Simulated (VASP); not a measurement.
Write the native input for VASP 6.6.1 that does the following.

```yaml
Task: single point
Functional: LDA
Potentials_or_basis: VASP PAW LDA potentials, release 64 (Al, Cu)
Cutoff: 520 eV
k_mesh: 14 × 14 × 14
Occupations: gaussian, width 0.15 eV
Spin: no spin polarisation
Dipole_correction: no
Further_INCAR_settings: ALGO = Fast; EDIFF = 1e-06; NBANDS = 26
```

The structure of AlCu3 lies in POSCAR:

```
AlCu3
1.0
    0.0000000000      2.8493776294      2.8493776294
    2.8493776294      0.0000000000      2.8493776294
    2.8493776294      2.8493776294      0.0000000000
Al Cu
1 3
Direct
    0.0000000000      0.0000000000      0.0000000000
    0.5000000000      0.5000000000      0.5000000000
    0.2500000000      0.2500000000      0.2500000000
    0.7500000000      0.7500000000      0.7500000000
```

The input as run:

INCAR

```
PREC = Accurate ; ENCUT = 520
EDIFF = 1E-6 ; ISMEAR = 0
SIGMA = 0.15 ; LREAL = F
LASPH = T ; NELM = 60
ALGO = Fast ; ISIF = 2
LWAVE = F ; LCHARG = F
GGA = CA ; NBANDS = 26
```

KPOINTS

```
Automatic mesh
0
Gamma
  14 14 14
```

Potentials or basis: VASP PAW LDA potentials, release 64 (Al, Cu).

Command:

```bash
$ cat potpaw_LDA.64/Al/POTCAR potpaw_LDA.64/Cu/POTCAR > POTCAR
$ mpirun -np 1 vasp_std > vasp.out
```

It gave:

| Quantity | Value |
| --- | --- |
| Pressure | 0.7 GPa |
| Band gap on the k mesh | zero (bands 18 and 19 overlap by 6.03 eV) |

Run time: 4.8 min on 1 thread of Intel Xeon 8259CL (shared host), peak memory 0.22 GiB.
